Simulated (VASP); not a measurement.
# H2C5 in VASP: notebook

Runs on H2C5. Level: PBEsol. Tasks: single point.

All numbers are computed with VASP 6.6.1; they aren't measurements. Logs are shortened: lines on timing, memory, paths and dates and some standing lists are left out, and cuts for length are marked.

## (1) The cell of the first run

The cell holds a slab with vacuum, 28 atoms: a = 5.049 Å, b = 5.049 Å, c = 17.165 Å, α = 90.00°, β = 90.00°, γ = 90.00°.

## (2) Single point, PBEsol

INCAR reads:

```
PREC = Accurate
ENCUT = 520
EDIFF = 1E-7
ISMEAR = -1
SIGMA = 0.02
LREAL = Auto
LASPH = T
NELM = 80
ALGO = Normal
ISIF = 2
LWAVE = F
LCHARG = T
GGA = PS
LELF = T
LVHAR = T
NBANDS = 64
```

KPOINTS reads:

```
Automatic mesh
0
Gamma
  2 2 1
```

POSCAR reads:

```
H2C5
1.0
    5.0487420000      0.0000000000      0.0000000000
    0.0000000000      5.0487420000      0.0000000000
    0.0000000000      0.0000000000     17.1647000000
H C
8 20
Direct
    0.4277897346      0.0000000000      0.0582591015
    0.0722160095      0.0000000000      0.0582591015
    0.9277954786      0.0000000000      0.0582591015
    0.5722217535      0.0000000000      0.0582591015
    0.4277897346      0.5000057440      0.0582591015
    0.0722160095      0.5000057440      0.0582591015
    0.9277954786      0.5000057440      0.0582591015
    0.5722217535      0.5000057440      0.0582591015
    0.2500028720      0.0000000000      0.0952361533
    0.7500086160      0.0000000000      0.0952361533
    0.2500028720      0.5000057440      0.0952361533
    0.7500086160      0.5000057440      0.0952361533
    0.2500028720      0.2500028720      0.1472324014
    0.7500086160      0.2500028720      0.1472324014
    0.2500028720      0.7500086160      0.1472324014
    0.7500086160      0.7500086160      0.1472324014
    0.0060609158      0.2676706395      0.1943698404
    0.4911520533      0.2504980449      0.1923307719
   -0.0052884461      0.7464829853      0.2031203575
    0.4957076436      0.7479090831      0.2062488712
   -0.0227185307      0.0468037384      0.2479390843
    0.4947965256      0.0194305829      0.2570915891
   -0.0241842423      0.4985994531      0.2513064604
    0.4817437690      0.4816051206      0.2551224315
    0.2358805421      0.1258135195      0.3052951697
    0.7383819573      0.1355387144      0.2854754234
    0.2382375649      0.3907309979      0.2978962638
    0.7373321909      0.4029518640      0.2936957826
```

Potentials or basis: VASP PAW PBE potentials, release 64 (H, C).

Run with:

```console
cat potpaw_PBE.64/H/POTCAR potpaw_PBE.64/C/POTCAR > POTCAR
mpirun -np 1 vasp_std > vasp.out
```

OUTCAR:

```text
PREC = Accurate
   ENCUT = 520
   EDIFF = 1E-7
   ISMEAR = -1
   LREAL = Auto
   LASPH = T
   NELM = 80
   ISIF = 2
   GGA = PS

 ion  position               nearest neighbor table
   1  0.428  0.000  0.058-   4 0.73   9 1.10
   2  0.072  0.000  0.058-   3 0.73   9 1.10
   3  0.928  0.000  0.058-   2 0.73  10 1.10
   4  0.572  0.000  0.058-   1 0.73  10 1.10
   5  0.428  0.500  0.058-   8 0.73  11 1.10
   6  0.072  0.500  0.058-   7 0.73  11 1.10
   7  0.928  0.500  0.058-   6 0.73  12 1.10
   8  0.572  0.500  0.058-   5 0.73  12 1.10
   9  0.250  0.000  0.095-   2 1.10   1 1.10  15 1.55  13 1.55
  10  0.750  0.000  0.095-   4 1.10   3 1.10  16 1.55  14 1.55
  11  0.250  0.500  0.095-   6 1.10   5 1.10  13 1.55  15 1.55
  12  0.750  0.500  0.095-   8 1.10   7 1.10  14 1.55  16 1.55
  13  0.250  0.250  0.147-  18 1.44  17 1.48  11 1.55   9 1.55
  14  0.750  0.250  0.147-  18 1.52  17 1.53  12 1.55  10 1.55
[... 8 lines left out ...]
  23  0.976  0.499  0.251-  28 1.49  19 1.50  17 1.53  27 1.64
  24  0.482  0.482  0.255-  27 1.50  28 1.50  20 1.59  18 1.59
  25  0.236  0.126  0.305-  27 1.34  22 1.64  21 1.68
  26  0.738  0.136  0.285-  28 1.36  21 1.44  22 1.45
  27  0.238  0.391  0.298-  25 1.34  24 1.50  23 1.64
  28  0.737  0.403  0.294-  26 1.36  23 1.49  24 1.50

  LATTYP: Found a simple tetragonal cell.
 ALAT       =     5.0487420000
 C/A-ratio  =     3.3997974149

  Lattice vectors:

 A1 = (   5.0487420000,   0.0000000000,   0.0000000000)
 A2 = (   0.0000000000,   5.0487420000,   0.0000000000)
 A3 = (   0.0000000000,   0.0000000000,  17.1647000000)

Analysis of symmetry for initial positions (statically):
=====================================================================
 Subroutine PRICEL returns:
 Original cell was already a primitive cell.

 Routine SETGRP: Setting up the symmetry group for a
 simple tetragonal supercell.

 Subroutine GETGRP returns: Found  1 space group operations
 (whereof  1 operations were pure point group operations)
 out of a pool of 16 trial point group operations.

The static configuration has the point symmetry C_1 .

Analysis of symmetry for dynamics (positions and initial velocities):
=====================================================================
 Subroutine PRICEL returns:
 Original cell was already a primitive cell.

 Routine SETGRP: Setting up the symmetry group for a
 simple tetragonal supercell.

 Subroutine GETGRP returns: Found  1 space group operations
 (whereof  1 operations were pure point group operations)
 out of a pool of 16 trial point group operations.

The dynamic configuration has the point symmetry C_1 .

 Subroutine INISYM returns: Found  1 space group operations
 (whereof  1 operations are pure point group operations),
 and found     1 'primitive' translations

----------------------------------------------------------------------------------------

                                     Primitive cell

  volume of cell :     437.5247

  direct lattice vectors                    reciprocal lattice vectors
     5.048742000  0.000000000  0.000000000     0.198069143  0.000000000  0.000000000
     0.000000000  5.048742000  0.000000000     0.000000000  0.198069143  0.000000000
     0.000000000  0.000000000 17.164700000     0.000000000  0.000000000  0.058259102

  length of vectors
     5.048742000  5.048742000 17.164700000     0.198069143  0.198069143  0.058259102

  position of ions in fractional coordinates (direct lattice)
     0.427789735  0.000000000  0.058259101
     0.072216010  0.000000000  0.058259101
     0.927795479  0.000000000  0.058259101
     0.572221754  0.000000000  0.058259101
     0.427789735  0.500005744  0.058259101
     0.072216010  0.500005744  0.058259101
[... 20 lines left out ...]
     0.238237565  0.390730998  0.297896264
     0.737332191  0.402951864  0.293695783

  ion indices of the primitive-cell ions
   primitive index   ion index
                 1           1
                 2           2
                 3           3
                 4           4
                 5           5
[... 48 lines left out ...]
 non-spin polarized calculation
  energy-cutoff  :      520.00
  volume of cell :      437.52
 maximum number of plane-waves:     11843
 NGX is ok and might be reduce to    40
   NGX = 19   NGY = 19   NGZ = 63

 number of electron      88.0000002 magnetization

 Free energy of the ion-electron system (eV)
  ---------------------------------------------------
  ext. energy  EPLUGINS =         0.00000000
  ---------------------------------------------------
  free energy    TOTEN  =      -196.74666528 eV

  energy without entropy =     -196.74666527  energy(sigma->0) =     -196.74666528

 E-fermi :   0.4821     XC(G=0):  -4.8773

 val. band max:        0.1387956325   @ k =   0.0000   0.5000   0.0000
 cond. band min:       0.8256787649   @ k =   0.0000   0.5000   0.0000
 fundamental gap:      0.6868831324
 Fermi energy:         0.4820840706

 k-point     1 :       0.0000    0.0000    0.0000
  band No.  band energies     occupation
      1     -21.4452      2.00000
      2     -19.1756      2.00000
      3     -17.1937      2.00000
      4     -16.8317      2.00000
      5     -16.6261      2.00000
      6     -16.3454      2.00000
[... 48 lines left out ...]
     55       5.0360      0.00000
     56       5.6868      0.00000

 k-point     2 :       0.5000    0.0000    0.0000
  band No.  band energies     occupation
      1     -20.5171      2.00000
      2     -20.0835      2.00000
      3     -18.1129      2.00000
      4     -17.9073      2.00000
      5     -15.6978      2.00000
      6     -15.4145      2.00000
[... 48 lines left out ...]
     55       5.9182      0.00000
     56       5.9784      0.00000

 k-point     3 :       0.0000    0.5000    0.0000
  band No.  band energies     occupation
      1     -21.0343      2.00000
      2     -19.2504      2.00000
      3     -18.4469      2.00000
      4     -16.8128      2.00000
      5     -16.6753      2.00000
      6     -16.2784      2.00000
[... 48 lines left out ...]
     55       6.0574      0.00000
     56       6.0772      0.00000

 k-point     4 :       0.5000    0.5000    0.0000
  band No.  band energies     occupation
      1     -20.1499      2.00000
      2     -19.6361      2.00000
      3     -18.2162      2.00000
      4     -18.0001      2.00000
      5     -17.3338      2.00000
      6     -17.2502      2.00000
[... 48 lines left out ...]
     55       6.5958      0.00000
     56       6.6434      0.00000
 [bands above 56 left out]

------------------------ aborting loop because EDIFF is reached ----------------------------------------

  FORCE on cell =-STRESS in cart. coord.  units (eV):
  Direction    XX          YY          ZZ          XY          YZ          ZX
  --------------------------------------------------------------------------------------
  -------------------------------------------------------------------------------------
  Total       78.4032071     -3.5239025     -7.5336615      1.1732595     -5.0512429      4.5073109
  in kB      287.1057148    -12.9042239    -27.5876123      4.2963742    -18.4972114     16.5053798
  external PRESSURE =      82.2046262 kB  Pullay stress =       0.0000000 kB

 VOLUME and BASIS-vectors are now :
 -----------------------------------------------------------------------------
  energy-cutoff  :      520.00
  volume of cell :      437.52
      direct lattice vectors                 reciprocal lattice vectors
     5.048742000  0.000000000  0.000000000     0.198069143  0.000000000  0.000000000
     0.000000000  5.048742000  0.000000000     0.000000000  0.198069143  0.000000000
     0.000000000  0.000000000 17.164700000     0.000000000  0.000000000  0.058259102

 POSITION                                       TOTAL-FORCE (eV/Angst)
 -----------------------------------------------------------------------------------
      2.15980      0.00000      1.00000        -8.912063      0.008196      0.089528
      0.36460      0.00000      1.00000         8.947826     -0.087483     -0.004039
      4.68420      0.00000      1.00000        -8.909099     -0.081083      0.030344
      2.88900      0.00000      1.00000         8.947116     -0.009174      0.041214
      2.15980      2.52440      1.00000        -8.911159      0.064859      0.000660
      0.36460      2.52440      1.00000         8.909674      0.060289      0.045743
[... 20 lines left out ...]
      1.20280      1.97270      5.11330        -0.539791      2.029934     -1.380235
      3.72260      2.03440      5.04120        -0.621903      0.719953     -0.487155
 -----------------------------------------------------------------------------------
    total drift:                                0.007588      0.024373     -0.051351

  FREE ENERGIE OF THE ION-ELECTRON SYSTEM (eV)
  ---------------------------------------------------
  free  energy   TOTEN  =      -196.7466652844 eV

  energy  without entropy=     -196.7466652716  energy(sigma->0) =     -196.74666528
```

Run time: 1.8 min. Hardware: 1 thread of Intel Xeon 6975P-C (Granite Rapids), shared host; peak memory 0.49 GiB.

Results:

* Free energy: -196.7467 eV
* Largest force: 8.961 eV/Å
* Band gap on the k mesh: 0.69 eV, direct

Forces on the atoms (eV/Å):
```
H   -8.912  0.008  0.090
H    8.948 -0.087 -0.004
H   -8.909 -0.081  0.030
H    8.947 -0.009  0.041
H   -8.911  0.065  0.001
H    8.910  0.060  0.046
H   -8.908  0.062  0.047
H    8.960  0.085 -0.045
C   -0.385 -0.270  1.361
C    0.028 -0.147  1.456
C    0.272  0.272  0.997
C   -0.447  0.126  0.992
C   -0.515  0.439 -4.311
C   -0.294  0.848 -3.797
C   -0.319 -0.008  1.210
C   -0.473 -0.264  0.795
C   -1.641 -0.593 -1.324
C    0.591  0.065  2.141
C   -0.330  3.268 -0.251
C   -0.519  0.578  0.248
C    3.178 -3.839  2.919
C   -2.190  0.056 -0.598
C    2.803 -0.985  1.689
C    0.897  1.146 -0.648
C   -0.013 -1.914 -3.333
C    0.392 -1.633  2.116
C   -0.540  2.030 -1.380
C   -0.622  0.720 -0.487
```

Levels at points of the mesh, in eV from the valence-band top:
```csv
k point,band 40,band 41,band 42,band 43,band 44,band 45,band 46,band 47,band 48,band 49
"(0.00, 0.00, 0.00)",-2.34,-1.88,-1.07,-0.66,-0.20,0.77,2.01,2.21,3.57,3.73
"(0.50, 0.00, 0.00)",-2.68,-2.42,-2.19,-1.61,-1.03,1.27,2.02,3.41,3.42,4.40
"(0.00, 0.50, 0.00)",-2.14,-1.79,-0.95,-0.40,0.00,0.69,1.54,3.11,3.23,3.49
"(0.50, 0.50, 0.00)",-3.24,-3.19,-3.05,-1.34,-0.68,1.17,1.85,3.89,4.11,4.16
```

Caveat: the k points lie up to 0.62 Å⁻¹ apart; the PAW data sets were made with another functional, which shifts forces and pressure a little.

## (3) Single point, PBEsol

INCAR reads:

```
SYSTEM = H2C5
  PREC = Accurate
  ENCUT = 520
  EDIFF = 1E-6
  ISMEAR = -1
  SIGMA = 0.02
  LREAL = Auto
  LASPH = .True.
  NELM = 80
  ALGO = Normal
  ISIF = 2
  LWAVE = .False.
  LCHARG = .False.
  GGA = PS
  NBANDS = 64
```

KPOINTS reads:

```
regular mesh
0
Gamma
  2 2 1
  0 0 0
```

POSCAR reads:

```
H2C5
1.0
    5.0487420000      0.0000000000      0.0000000000
    0.0000000000      5.0487420000      0.0000000000
    0.0000000000      0.0000000000     17.1647000000
H C
8 20
Direct
    0.4277897346      0.0000000000      0.0582591015
    0.0722160095      0.0000000000      0.0582591015
    0.9277954786      0.0000000000      0.0582591015
    0.5722217535      0.0000000000      0.0582591015
    0.4277897346      0.5000057440      0.0582591015
    0.0722160095      0.5000057440      0.0582591015
    0.9277954786      0.5000057440      0.0582591015
    0.5722217535      0.5000057440      0.0582591015
    0.2500028720      0.0000000000      0.0952361533
    0.7500086160      0.0000000000      0.0952361533
    0.2500028720      0.5000057440      0.0952361533
    0.7500086160      0.5000057440      0.0952361533
    0.2500028720      0.2500028720      0.1472324014
    0.7500086160      0.2500028720      0.1472324014
    0.2500028720      0.7500086160      0.1472324014
    0.7500086160      0.7500086160      0.1472324014
    0.0115276241      0.2568758713      0.1961758726
    0.4851505583      0.2523995086      0.1991936940
    0.0212330121      0.7659135682      0.2026601106
    0.5044226859      0.7485032905      0.2090045267
    0.0170339463     -0.0009111181      0.2592646536
    0.4863785870      0.0111909066      0.2563400467
    0.0011884149      0.4938061798      0.2511666385
    0.5115531750      0.4942815458      0.2568585527
    0.2579256377      0.1080863312      0.3054524693
    0.7605458944      0.1205844941      0.2846830996
    0.2495869268      0.3882155198      0.3012228585
    0.7411351184      0.3853435173      0.3033726194
```

Potentials or basis: VASP PAW PBE potentials, release 64 (H, C).

Run with:

```console
cat potpaw_PBE.64/H/POTCAR potpaw_PBE.64/C/POTCAR > POTCAR
mpirun -np 1 vasp_std > vasp.out
```

Run time: 95 s. Hardware: 1 thread of Intel Xeon 6975P-C (Granite Rapids), shared host; peak memory 0.48 GiB.

It converged, with:

- Free energy: -196.0075 eV
- Largest force: 8.936 eV/Å
- Band gap on the k mesh: 0.49 eV, direct

Forces in eV/Å, atoms in the order of the input:
```
H   -8.897  0.001  0.019
H    8.849 -0.078  0.094
H   -8.931 -0.094  0.010
H    8.936  0.001 -0.037
H   -8.886  0.091  0.055
H    8.902  0.022  0.025
H   -8.920  0.088  0.006
H    8.886  0.092  0.027
C    0.471 -0.121  1.441
C   -0.392 -0.041  1.554
C   -0.037  0.222  1.463
C   -0.031  0.051  1.815
C    0.105  0.155 -2.593
C   -0.226 -0.027 -1.647
C    1.502  0.231  0.653
C    0.783  1.023  1.358
C   -2.201 -0.730 -0.558
C    2.537  0.153 -2.156
C   -3.034 -3.193  1.546
C   -0.252  0.575 -1.363
C   -1.085  3.894 -1.074
C    3.500  1.549  0.051
C    0.949 -2.012  3.255
C   -2.691 -3.085  1.604
C   -1.212  0.688 -1.941
C   -1.576 -1.959  2.282
C    0.102  0.707 -2.422
C    2.851  1.798 -3.467
```

Levels at points of the mesh, in eV from the valence-band top:
| k point | band 42 | band 43 | band 44 | band 45 | band 46 | band 47 |
| --- | --- | --- | --- | --- | --- | --- |
| (0.00, 0.00, 0.00) | -0.91 | -0.84 | -0.22 | 0.57 | 1.71 | 2.04 |
| (0.50, 0.00, 0.00) | -2.48 | -1.14 | -1.00 | 1.02 | 1.77 | 3.15 |
| (0.00, 0.50, 0.00) | -0.81 | -0.43 | 0.00 | 0.49 | 1.40 | 2.93 |
| (0.50, 0.50, 0.00) | -3.29 | -0.84 | -0.79 | 0.87 | 1.76 | 3.79 |

Caveat: the k points lie up to 0.62 Å⁻¹ apart; the PAW data sets were made with another functional, which shifts forces and pressure a little.

## (4) Single point, PBEsol

INCAR reads:

```
SYSTEM = H2C5
ALGO = Normal
EDIFF = 1E-6
ENCUT = 520
GGA = PS
ISIF = 2
ISMEAR = -1
LASPH = .TRUE.
LCHARG = .TRUE.
LELF = .TRUE.
LREAL = Auto
LVHAR = .TRUE.
LWAVE = .FALSE.
NBANDS = 64
NELM = 100
PREC = Accurate
SIGMA = 0.02
```

KPOINTS reads:

```
k-points
0
G
  2 2 1
  0 0 0
```

POSCAR reads:

```
H2C5
1.0
    5.0487420000      0.0000000000      0.0000000000
    0.0000000000      5.0487420000      0.0000000000
    0.0000000000      0.0000000000     17.1647000000
H C
8 20
Direct
    0.4277897346      0.0000000000      0.0582591015
    0.0722160095      0.0000000000      0.0582591015
    0.9277954786      0.0000000000      0.0582591015
    0.5722217535      0.0000000000      0.0582591015
    0.4277897346      0.5000057440      0.0582591015
    0.0722160095      0.5000057440      0.0582591015
    0.9277954786      0.5000057440      0.0582591015
    0.5722217535      0.5000057440      0.0582591015
    0.2500028720      0.0000000000      0.0952361533
    0.7500086160      0.0000000000      0.0952361533
    0.2500028720      0.5000057440      0.0952361533
    0.7500086160      0.5000057440      0.0952361533
    0.2500028720      0.2500028720      0.1472324014
    0.7500086160      0.2500028720      0.1472324014
    0.2500028720      0.7500086160      0.1472324014
    0.7500086160      0.7500086160      0.1472324014
   -0.0159841798      0.2295027157      0.1961292653
    0.5107014777      0.2394061729      0.1911481121
   -0.0050705701      0.7263987742      0.2019085682
    0.4988173291      0.7326379522      0.2059051425
   -0.0038227345     -0.0138252262      0.2581286011
    0.4971139345     -0.0155880415      0.2505316143
    0.0015251324      0.4720581880      0.2522153023
    0.4994115366      0.4611247713      0.2562351803
    0.2497651890      0.1111167891      0.2912372485
    0.7491569187      0.0770092827      0.2898565078
    0.2194408033      0.3693791443      0.2842345045
    0.7443438385      0.3414513952      0.2935151794
```

Run with:

```console
cat potpaw_PBE.64/H/POTCAR potpaw_PBE.64/C/POTCAR > POTCAR
mpirun -np 1 vasp_std > vasp.out
```

Run time: 99 s. Hardware: 1 thread of Intel Xeon 6975P-C (Granite Rapids), shared host; peak memory 0.49 GiB.

Results (log left out):

* Free energy: -196.0415 eV
* Largest force: 9.546 eV/Å
* Band gap on the k mesh: 1.26 eV

Forces on the atoms (eV/Å):
```
H   -8.944 -0.139 -0.010
H    8.944 -0.151  0.009
H   -8.877 -0.108  0.051
H    8.882 -0.115  0.045
H   -8.966 -0.020  0.000
H    8.963  0.060 -0.034
H   -8.868  0.048  0.040
H    8.889 -0.062  0.061
C    0.010 -0.063  1.333
C    0.032 -0.303  1.149
C   -0.137  0.039  1.151
C    0.092  0.260  1.144
C   -0.444 -0.993 -3.402
C    0.321 -0.884 -4.613
C   -0.231 -1.706  0.801
C   -0.345 -1.444  0.780
C    3.189  0.656 -1.795
C   -3.676 -0.297  1.862
C    0.804  2.262  1.569
C   -0.096 -0.169 -0.766
C    1.460  0.698 -3.178
C    0.144  3.829  1.213
C   -6.279 -0.837 -1.665
C   -0.855 -0.025 -1.631
C   -1.022 -4.971  0.066
C   -1.602 -0.686  1.515
C    8.746  0.940  3.708
C   -0.133  4.177  0.596
```

Levels at points of the mesh, in eV from the valence-band top:
| k point | band 41 | band 42 | band 43 | band 44 | band 45 | band 46 | band 47 | band 48 |
| --- | --- | --- | --- | --- | --- | --- | --- | --- |
| (0.00, 0.00, 0.00) | -1.89 | -0.60 | -0.35 | -0.14 | 1.31 | 2.27 | 2.56 | 3.43 |
| (0.50, 0.00, 0.00) | -2.29 | -2.27 | -0.93 | -0.54 | 2.04 | 2.27 | 3.46 | 3.50 |
| (0.00, 0.50, 0.00) | -1.76 | -0.32 | -0.27 | 0.00 | 1.26 | 1.98 | 3.16 | 3.31 |
| (0.50, 0.50, 0.00) | -3.13 | -2.99 | -0.73 | -0.24 | 1.93 | 2.18 | 4.07 | 4.10 |

Caveat: the k points lie up to 0.62 Å⁻¹ apart; the PAW data sets were made with another functional, which shifts forces and pressure a little.
